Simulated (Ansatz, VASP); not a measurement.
## Two plane-wave programs on LiF

```
CELL_PARAMETERS angstrom
0.00000 1.97372 2.01400
2.01400 0.00000 2.01400
2.01400 1.97372 0.00000
ATOMIC_POSITIONS crystal
Li 0.00000 0.00000 0.00000
F 0.50000 0.50000 0.50000
```

Change from the starting cell: strain -0.0200 x Voigt [0, 1, 0, 0, 0, 0], atoms carried along.

Alike in both runs: task single point; functional LDA; k mesh 10 × 10 × 10; occupations gaussian, width 0.05 eV; no spin polarisation.

|  | VASP | Ansatz |
| --- | --- | --- |
| version | VASP 6.6.1 | Ansatz 0.2.0 |
| potentials or method | VASP PAW LDA potentials, release 64 (Li_sv, F), cutoff 520 eV | scalar-relativistic, plane waves, PAW |
| valence electrons in the cell | 10 | 10 |

```csv
,VASP,Ansatz,Ansatz less VASP
gap on the k mesh at the Fermi level (eV),9.00,9.01,+0.004
least direct gap on the mesh (eV),9.00,9.01,+0.004
```

LDA's correlation is that of Perdew and Zunger in VASP and of Perdew and Wang (1992) in Ansatz.

Noted on VASP's run: the cutoff is short for stress, so the pressure is rough.
